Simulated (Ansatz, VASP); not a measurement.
## CdTe in VASP and in Ansatz

Contents of INCAR:

```
SYSTEM = CdTe
PREC     = Accurate       ! precision mode
ENCUT    = 520            ! plane-wave cutoff, eV
EDIFF    = 1E-8           ! SCF threshold, eV
ISMEAR   = -1             ! smearing method
SIGMA    = 0.05           ! smearing width, eV
LREAL    = .False.        ! projectors in reciprocal space
LASPH    = .True.         ! aspherical terms in the spheres
NELM     = 100            ! most SCF steps
ALGO     = Normal         ! electronic algorithm
ISIF     = 2              ! what is computed and relaxed
LWAVE    = .False.        ! write WAVECAR
LCHARG   = .False.        ! write CHGCAR
GGA      = PS             ! functional
LEFG     = .True.       
NBANDS   = 26             ! bands
```

KPOINTS

```
regular mesh
0
Gamma
  9 9 6
  0 0 0
```

File POSCAR:

```
CdTe
1.0
    3.1254100081     -3.1553030168      0.0000000000
    3.1254100081      3.1553030168      0.0000000000
    0.0000000000      0.0000000000      6.2101068761
Cd Te
2 2
Direct
    0.2770300000      0.7229700000      0.7500000000
    0.7229700000      0.2770300000      0.2500000000
    0.7661370000      0.2338630000      0.7500000000
    0.2338630000      0.7661370000      0.2500000000
```

Input for Ansatz:

```yaml
crystal:
  lattice:
    - [3.1254100081, -3.1553030168, 0.0]
    - [3.1254100081, 3.1553030168, 0.0]
    - [0.0, 0.0, 6.2101068761]
  atoms:
    - { symbol: Cd, position: [0.27703, 0.72297, 0.75] }
    - { symbol: Cd, position: [0.72297, 0.27703, 0.25] }
    - { symbol: Te, position: [0.766137, 0.233863, 0.75] }
    - { symbol: Te, position: [0.233863, 0.766137, 0.25] }
kpoints:
  mp_grid: { grid: [9, 9, 6] }
scf:
  occupations: { method: fermi_dirac, width: 0.05 }
hamiltonian:
  xc: pbesol
  pseudopotentials: { kind: all_electron, datasets: crystal }
output:
  forces: true
  stress: true
  eigenvalues: true
  efg: { contact_densities: true }
```

Change from the starting cell: volume scaled by 1.06, crystal datasets.

Alike in both runs: task electric field gradients; functional PBEsol; k mesh 9 × 9 × 6; occupations fermi-dirac, width 0.05 eV; no spin polarisation.

|  | VASP | Ansatz |
| --- | --- | --- |
| version | VASP 6.6.1 | Ansatz 0.2.0 |
| potentials or method | VASP PAW PBE potentials, release 64 (Cd, Te), cutoff 520 eV | all-electron PAW with datasets made for the crystal, scalar-relativistic |

Ansatz gave:

```
pressure (GPa)                                                : -5.2
traceless stress, the component that is largest in VASP (GPa) : 0.14
rms of the force components (eV/Å)                            : 0.044
size of Vzz on the site where it differs most (V/Å²)          : 9.7
```

What did VASP give for the same quantities?

Pressure (GPa): -5.0; traceless stress, the component that is largest in VASP (GPa): 0.15; rms of the force components (eV/Å): 0.042; size of Vzz on the site where it differs most (V/Å²): 9.0.

VASP's potentials were made for PBE, not for PBEsol. Atom by atom the forces differ by 0.002 eV/Å (rms over components). Ansatz ran all-electron here, and VASP with PAW potentials.

Spin-orbit coupling is off throughout.
